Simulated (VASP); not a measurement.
Wanted: the native input for a VASP 6.6.1 run.

* Task: single point
* Functional: r2SCAN
* Potentials or basis: VASP PAW PBE potentials, release 64 (Cs_sv, H)
* Cutoff: 520 eV
* k mesh: 6 × 6 × 6
* Occupations: gaussian, width 0.05 eV
* Spin: no spin polarisation
* Dipole correction: no
* Further INCAR settings: ALGO = Normal; EDIFF = 1e-06; NBANDS = 12

CsH:

```
Cs H
1.0
     0.00000    3.44304    3.44304
     3.44304    0.00000    3.44304
     3.44304    3.44304    0.00000
Cs H
1 1
Direct
  0.00000 0.00000 0.00000
  0.50000 0.50000 0.50000
```

This cell differs from its parent crystal: strain +0.080 along x and y, +0.080 along z.

One way to write it, as run:

POSCAR

```
CsH
1.0
    0.0000000000      3.4430400000      3.4430400000
    3.4430400000      0.0000000000      3.4430400000
    3.4430400000      3.4430400000      0.0000000000
Cs H
1 1
Direct
    0.0000000000      0.0000000000      0.0000000000
    0.5000000000      0.5000000000      0.5000000000
```

INCAR.step1

```
SYSTEM = CsH
  PREC = Accurate
  ENCUT = 520
  ISMEAR = 0
  SIGMA = 0.05
  LREAL = .False.
  LASPH = .True.
  NELM = 60
  NBANDS = 12
  GGA = PE
  ALGO = Normal
  EDIFF = 1E-4
  LWAVE = .True.
  LCHARG = .False.
```

INCAR.step2

```
SYSTEM = CsH
  PREC = Accurate
  ENCUT = 520
  EDIFF = 1E-6
  ISMEAR = 0
  SIGMA = 0.05
  LREAL = .False.
  LASPH = .True.
  NELM = 60
  ALGO = Normal
  ISIF = 2
  LWAVE = .False.
  LCHARG = .False.
  METAGGA = R2SCAN
  LMIXTAU = .True.
  NBANDS = 12
  ISTART = 1
```

KPOINTS

```
Automatic mesh
0
Gamma
  6 6 6
  0 0 0
```

Potentials or basis: VASP PAW PBE potentials, release 64 (Cs_sv, H).

Command:

```bash
$ cat potpaw_PBE.64/Cs_sv/POTCAR potpaw_PBE.64/H/POTCAR > POTCAR
$ cp INCAR.step1 INCAR
$ mpirun -np 1 vasp_std > vasp.out
$ cp INCAR.step2 INCAR
$ mpirun -np 1 vasp_std > vasp.out
```

Results of the run:

```
Pressure               : -1.4 GPa
Band gap on the k mesh : 2.83 eV, direct
```

Caveat: the cell differs from its parent crystal (strain +0.080 along x and y, +0.080 along z); the PAW data sets were made with another functional, which shifts forces and pressure a little; spin-orbit coupling is left out, which moves the levels of the heavy elements.

Run time: 31 s on 1 thread of Intel(R) Xeon(R) Platinum 8559C (Emerald Rapids) (shared host), peak memory 0.21 GiB.
